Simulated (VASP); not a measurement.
# Mg (P6_3/mmc) in VASP: relaxation of cell and atoms with LDA

Aim: the relaxation of cell and atoms of Mg with LDA.

Everything below comes from runs of VASP 6.6.1. Logs are shortened: lines on timing, memory, paths and dates and some standing lists are left out, and cuts for length are marked.

## Step 1: The cell of the first run

The structure is hexagonal, space group P6_3/mmc (No. 194). The conventional cell has a = 3.209 Å, b = 3.209 Å, c = 5.210 Å, α = 90.00°, β = 90.00°, γ = 120.00°. Mg (site symmetry -6m2) has 12 Mg at 3.20 to 3.21 Å within 4.2 Å.

## Step 2: Relaxation of cell and atoms, LDA

The input, INCAR:

```
PREC = Accurate ; ENCUT = 840
EDIFF = 1E-7 ; ISMEAR = 0
SIGMA = 0.05 ; LREAL = False
LASPH = True ; NELM = 120
ALGO = Normal ; ISIF = 3
LWAVE = False ; LCHARG = False
IBRION = 2 ; NSW = 80
EDIFFG = -0.03 ; GGA_COMPAT = False
NELMIN = 4
```

The input, KPOINTS:

```
Automatic mesh
0
Gamma
  7 7 4
```

The input, POSCAR:

```
Mg
1.0
    3.2093000000      0.0000000000      0.0000000000
   -1.6046500000      2.7793353284      0.0000000000
    0.0000000000      0.0000000000      5.2103000000
Mg
2
Direct
    0.3333333333      0.6666666667      0.2500000000
    0.6666666667      0.3333333333      0.7500000000
```

Potentials or basis: VASP PAW LDA potentials, release 64 (Mg_sv).

Run with:

```bash
cat potpaw_LDA.64/Mg_sv/POTCAR > POTCAR
mpirun -np 1 vasp_std > vasp.out
```

OUTCAR:

```text
PREC = Accurate
   ENCUT = 840
   EDIFF = 1E-7
   ISMEAR = 0
   LREAL = False
   LASPH = True
   NELM = 120
   ISIF = 3
   IBRION = 2
   NSW = 80
   EDIFFG = -0.03
   NELMIN = 4

 ion  position               nearest neighbor table
   1  0.333  0.667  0.250-
   2  0.667  0.333  0.750-

  LATTYP: Found a hexagonal cell.
 ALAT       =     3.2093000000
 C/A-ratio  =     1.6235004518

  Lattice vectors:

 A1 = (   3.2093000000,   0.0000000000,   0.0000000000)
 A2 = (  -1.6046500000,   2.7793353284,   0.0000000000)
 A3 = (   0.0000000000,   0.0000000000,   5.2103000000)

Analysis of symmetry for initial positions (statically):
=====================================================================
 Subroutine PRICEL returns:
 Original cell was already a primitive cell.

 Routine SETGRP: Setting up the symmetry group for a
 hexagonal supercell.

 Subroutine GETGRP returns: Found 24 space group operations
 (whereof 12 operations were pure point group operations)
 out of a pool of 24 trial point group operations.

The static configuration has the point symmetry D_3d.
 The point group associated with its full space group is D_6h.

Analysis of symmetry for dynamics (positions and initial velocities):
=====================================================================
 Subroutine PRICEL returns:
 Original cell was already a primitive cell.

 Routine SETGRP: Setting up the symmetry group for a
 hexagonal supercell.

 Subroutine GETGRP returns: Found 24 space group operations
 (whereof 12 operations were pure point group operations)
 out of a pool of 24 trial point group operations.

The dynamic configuration has the point symmetry D_3d.
 The point group associated with its full space group is D_6h.

 Subroutine INISYM returns: Found 24 space group operations
 (whereof 12 operations are pure point group operations),
 and found     1 'primitive' translations

----------------------------------------------------------------------------------------

                                     Primitive cell

  volume of cell :      46.4744

  direct lattice vectors                    reciprocal lattice vectors
     3.209300000  0.000000000  0.000000000     0.311594429  0.179899127  0.000000000
    -1.604650000  2.779335328  0.000000000     0.000000000  0.359798255  0.000000000
     0.000000000  0.000000000  5.210300000     0.000000000  0.000000000  0.191927528

  length of vectors
     3.209300000  3.209300000  5.210300000     0.359798255  0.359798255  0.191927528

  position of ions in fractional coordinates (direct lattice)
     0.333333333  0.666666667  0.250000000
     0.666666667  0.333333333  0.750000000

  ion indices of the primitive-cell ions
   primitive index   ion index
                 1           1
                 2           2

----------------------------------------------------------------------------------------

 KPOINTS: Automatic mesh

Automatic generation of k-mesh.
 Grid dimensions read from file:
 generate k-points for:    7    7    4

 Generating k-lattice:

  Cartesian coordinates                     Fractional coordinates (reciprocal lattice)
     0.044513490  0.025699875  0.000000000     0.142857143 -0.000000000  0.000000000
     0.000000000  0.051399751  0.000000000     0.000000000  0.142857143  0.000000000
     0.000000000  0.000000000  0.047981882     0.000000000  0.000000000  0.250000000

  Length of vectors
     0.051399751  0.051399751  0.047981882

  Shift w.r.t. Gamma in fractional coordinates (k-lattice)
     0.000000000  0.000000000  0.000000000

 Subroutine IBZKPT returns following result:
 ===========================================

 Found     24 irreducible k-points:

 Following reciprocal coordinates:
            Coordinates               Weight
  0.000000  0.000000  0.000000      1.000000
  0.142857  0.000000  0.000000      6.000000
  0.285714  0.000000  0.000000      6.000000
  0.428571  0.000000  0.000000      6.000000
  0.142857  0.142857  0.000000      6.000000
  0.285714  0.142857  0.000000     12.000000
[... 16 lines left out ...]
  0.428571  0.142857  0.500000      6.000000
  0.285714  0.285714  0.500000      6.000000
   k-points           NKPTS =     24   k-points in BZ     NKDIM =     24   number of bands    NBANDS=     14
   number of dos      NEDOS =    301   number of ions     NIONS =      2
   total plane-waves  NPLWV =  45000
   dimension x,y,z NGX =    30 NGY =   30 NGZ =   50
   dimension x,y,z NGXF=    60 NGYF=   60 NGZF=  100
   ions per type =               2
   NGX,Y,Z   is equivalent  to a cutoff of  15.54, 15.54, 15.95 a.u.
   NGXF,Y,Z  is equivalent  to a cutoff of  31.08, 31.08, 31.91 a.u.
 SYSTEM =  unknown system
   PREC   = accura    normal or accurate (medium, high low for compatibility)
   ISTART =      0    job   : 0-new  1-cont  2-samecut
   ICHARG =      2    charge: 1-file 2-atom 10-const
   ISPIN  =      1    spin polarized calculation?
   LNONCOLLINEAR =      F non collinear calculations
   LSORBIT =      F    spin-orbit coupling
   LASPH  =      T    aspherical Exc in radial PAW
   ENCUT  =  840.0 eV  61.74 Ry    7.86 a.u.   7.58  7.58 12.31*2*pi/ulx,y,z
   NELM   =    120;   NELMIN=  4; NELMDL= -5     # of ELM steps
   EDIFF  = 0.1E-06   stopping-criterion for ELM
   LREAL  =      F    real-space projection
   EDIFFG = -.3E-01   stopping-criterion for IOM
   NSW    =     80    number of steps for IOM
   IBRION =      2    ionic relax: 0-MD 1-quasi-New 2-CG
   NFREE  =      1    steps in history (QN), initial steepest desc. (CG)
   ISIF   =      3    stress and relaxation
   ISYM   =      2    0-nonsym 1-usesym 2-fastsym
   POTIM  = 0.5000    time-step for ionic-motion
   TEBEG  =    0.0;   TEEND  =   0.0 temperature during run
   PSTRESS=    0.0 pullay stress
   NELECT =      20.0000    total number of electrons
   NUPDOWN=      -1.0000    fix difference up-down
   EMIN   =  10.00;   EMAX   =-10.00  energy-range for DOS
   EFERMI =   0.00;   METHOD = LEGACY
   ISMEAR =     0;   SIGMA  =   0.05  broadening in eV -4-tet -1-fermi 0-gaus
   EFERMI_NEDOS =   21; number of points for ismear=-14 and -15
   IALGO  =     38    algorithm
   IMIX   =      4    mixing-type and parameters
     AMIX     =   0.40;   BMIX     =  1.00
     AMIX_MAG =   1.60;   BMIX_MAG =  1.00
  volume/ion in A,a.u.               =      23.24       156.81
  Fermi-wavevector in a.u.,A,eV,Ry     =   1.235986  2.335675 20.785090  1.527661
  Thomas-Fermi vector in A             =   2.370613
   LORBIT       =      0    0 simple, 1 ext, 2 COOP (PROOUT), +10 PAW based schemes
   GGA     = CA    functional components
   LHFCALC =     F    Hartree Fock is set to
   AEXX    =    0.0000 exact exchange contribution
   IVDW    =     0    specifies the selected vdW correction
   LEPSILON=     F    determine dielectric tensor
   LRPA    =     F    only Hartree local field effects (RPA)
 conjugate gradient relaxation of ions
 non-spin polarized calculation
 Gauss-broadening in eV      SIGMA  =   0.05
  energy-cutoff  :      840.00
  volume of cell :       46.47
 maximum number of plane-waves:      2592
   NGX = 15   NGY = 15   NGZ = 25

--------------------------------------- Ionic step        1  -------------------------------------------

 number of electron      19.9999989 magnetization

 Free energy of the ion-electron system (eV)
  ---------------------------------------------------
  ext. energy  EPLUGINS =         0.00000000
  ---------------------------------------------------
  free energy    TOTEN  =        -3.53997263 eV

  energy without entropy =       -3.53823958  energy(sigma->0) =       -3.53910611

------------------------ aborting loop because EDIFF is reached ----------------------------------------

  FORCE on cell =-STRESS in cart. coord.  units (eV):
  Direction    XX          YY          ZZ          XY          YZ          ZX
  --------------------------------------------------------------------------------------
  -------------------------------------------------------------------------------------
  Total       -1.0606444     -1.0606444     -0.1746213      0.0000000      0.0000000     -0.0000000
  in kB      -36.5650700    -36.5650700     -6.0199629      0.0000000      0.0000000     -0.0000000
  external PRESSURE =     -26.3833677 kB  Pullay stress =       0.0000000 kB

 VOLUME and BASIS-vectors are now :
 -----------------------------------------------------------------------------
  energy-cutoff  :      840.00
  volume of cell :       46.47
      direct lattice vectors                 reciprocal lattice vectors
     3.209300000  0.000000000  0.000000000     0.311594429  0.179899127  0.000000000
    -1.604650000  2.779335328  0.000000000     0.000000000  0.359798255  0.000000000
     0.000000000  0.000000000  5.210300000     0.000000000  0.000000000  0.191927528
[... 73 lines left out ...]
 POSITION                                       TOTAL-FORCE (eV/Angst)
 -----------------------------------------------------------------------------------
     -0.00000      1.79371      1.29573        -0.000000     -0.000000     -0.000000
      1.55340      0.89686      3.88718         0.000000      0.000000      0.000000
 -----------------------------------------------------------------------------------
    total drift:                               -0.000000      0.000000      0.000000

  FREE ENERGIE OF THE ION-ELECTRON SYSTEM (eV)
  ---------------------------------------------------
  free  energy   TOTEN  =        -3.5756420391 eV

  energy  without entropy=       -3.5734744185  energy(sigma->0) =       -3.57455823

[... ionic steps 4 to 10 ...]

--------------------------------------- Ionic step       11  -------------------------------------------

 number of electron      20.0000005 magnetization

------------------------ aborting loop because EDIFF is reached ----------------------------------------

  FORCE on cell =-STRESS in cart. coord.  units (eV):
  Direction    XX          YY          ZZ          XY          YZ          ZX
  --------------------------------------------------------------------------------------
  -------------------------------------------------------------------------------------
  Total       -0.0361956     -0.0361956     -0.0832110      0.0000000      0.0000000      0.0000000
  in kB       -1.3271140     -1.3271140     -3.0509384      0.0000000      0.0000000      0.0000000
  external PRESSURE =      -1.9017221 kB  Pullay stress =       0.0000000 kB

 VOLUME and BASIS-vectors are now :
 -----------------------------------------------------------------------------
  energy-cutoff  :      840.00
  volume of cell :       43.70
      direct lattice vectors                 reciprocal lattice vectors
     3.088462292 -0.000000000 -0.000000000     0.323785724  0.186937775  0.000000000
    -1.544231146  2.674686804 -0.000000000     0.000000000  0.373875550  0.000000000
     0.000000000 -0.000000000  5.289843836     0.000000000  0.000000000  0.189041497
[... 37 lines left out ...]
 POSITION                                       TOTAL-FORCE (eV/Angst)
 -----------------------------------------------------------------------------------
     -0.00000      1.78324      1.32237        -0.000000      0.000000     -0.000000
      1.54433      0.89162      3.96712         0.000000     -0.000000      0.000000
 -----------------------------------------------------------------------------------
    total drift:                               -0.000000      0.000000      0.000000

  FREE ENERGIE OF THE ION-ELECTRON SYSTEM (eV)
  ---------------------------------------------------
  free  energy   TOTEN  =        -3.5790166135 eV

  energy  without entropy=       -3.5782647685  energy(sigma->0) =       -3.57864069

--------------------------------------- Ionic step       13  -------------------------------------------

 number of electron      20.0000003 magnetization

 Free energy of the ion-electron system (eV)
  ---------------------------------------------------
  ext. energy  EPLUGINS =         0.00000000
  ---------------------------------------------------
  free energy    TOTEN  =        -3.57918186 eV

  energy without entropy =       -3.57842854  energy(sigma->0) =       -3.57880520

 E-fermi :   2.4800     XC(G=0):  -9.1380

 val. band max:        2.4321850414   @ k =   0.4286   0.1429   0.5000
 cond. band min:       2.5714483064   @ k =   0.4286   0.0000   0.2500
 fundamental gap:      0.1392632650
 Fermi energy:         2.4799893540

 k-point     1 :       0.0000    0.0000    0.0000
  band No.  band energies     occupation
      1     -72.6378      2.00000
      2     -72.6345      2.00000
      3     -40.1463      2.00000
      4     -40.1115      2.00000
      5     -40.1075      2.00000
      6     -40.1075      2.00000
      7     -40.1031      2.00000
      8     -40.1031      2.00000
      9      -4.6562      2.00000
     10       0.4935      2.00000
     11       0.7203      2.00000
     12      14.0301      0.00000
     13      14.2551      0.00000
     14      14.2551      0.00000

 k-point     2 :       0.1429    0.0000    0.0000
  band No.  band energies     occupation
      1     -72.6371      2.00000
      2     -72.6341      2.00000
      3     -40.1439      2.00000
      4     -40.1144      2.00000
      5     -40.1122      2.00000
      6     -40.1101      2.00000
      7     -40.1096      2.00000
      8     -40.1045      2.00000
      9      -4.2255      2.00000
     10       0.8842      2.00000
[... 398 lines left out ...]
 POSITION                                       TOTAL-FORCE (eV/Angst)
 -----------------------------------------------------------------------------------
     -0.00000      1.78188      1.32063        -0.000000     -0.000000     -0.000000
      1.54315      0.89094      3.96188         0.000000      0.000000      0.000000
 -----------------------------------------------------------------------------------
    total drift:                               -0.000000      0.000000      0.000000

  FREE ENERGIE OF THE ION-ELECTRON SYSTEM (eV)
  ---------------------------------------------------
  free  energy   TOTEN  =        -3.5791818618 eV

  energy  without entropy=       -3.5784285405  energy(sigma->0) =       -3.57880520

 reached required accuracy - stopping structural energy minimisation
```

Run time: 97 s. Hardware: 1 thread of Intel Xeon 6975P-C (Granite Rapids), shared host; peak memory 0.17 GiB.

Results:

```yaml
Free_energy: -3.5792 eV
Relaxed_volume: 21.79 Å³/atom
Relaxed_cell: a = 3.086 Å, b = 3.086 Å, c = 5.283 Å, α = 90.00°, β = 90.00°, γ = 120.00°
Space_group_after_relaxing_to_0.1_Å: P6_3/mmc (No. 194)
Energy_gained_by_relaxing: 19.6 meV/atom
Ionic_steps: 13
Pressure_after_relaxing: -0.1 GPa
Band_gap_on_the_k_mesh: zero (bands 10 and 11 overlap by 2.48 eV)
```

The path:
| step | energy change (eV) | largest force (eV/Å) | pressure (GPa) | volume (Å³) |
| --- | --- | --- | --- | --- |
| 1 | 0.0000 | 0.0000 | -2.64 | 46.47 |
| 2 | -0.0339 | 0.0000 | -0.59 | 43.94 |
| 3 | -0.0357 | 0.0000 | 0.00 | 43.32 |
| 4 | -0.0357 | 0.0000 | 0.19 | 43.17 |
| 5 | -0.0357 | 0.0000 | 0.08 | 43.24 |
| 6 | -0.0363 | 0.0000 | -0.02 | 43.34 |
| 7 | -0.0384 | 0.0000 | -0.25 | 43.66 |
| 8 | -0.0345 | 0.0000 | -0.72 | 44.28 |
| 9 | -0.0388 | 0.0000 | -0.35 | 43.79 |
| 10 | -0.0390 | 0.0000 | -0.26 | 43.70 |
| 11 | -0.0390 | 0.0000 | -0.19 | 43.70 |
| 12 | -0.0390 | 0.0000 | -0.28 | 43.70 |
| 13 | -0.0392 | 0.0000 | -0.14 | 43.58 |

Final structure:
```
Mg
1.0
     3.08630    0.00000    0.00000
    -1.54315    2.67282    0.00000
     0.00000    0.00000    5.28251
Mg
2
Direct
  0.33333 0.66667 0.25000
  0.66667 0.33333 0.75000
```

The gap in the log of VASP goes by the Fermi energy; the results here count the filled bands.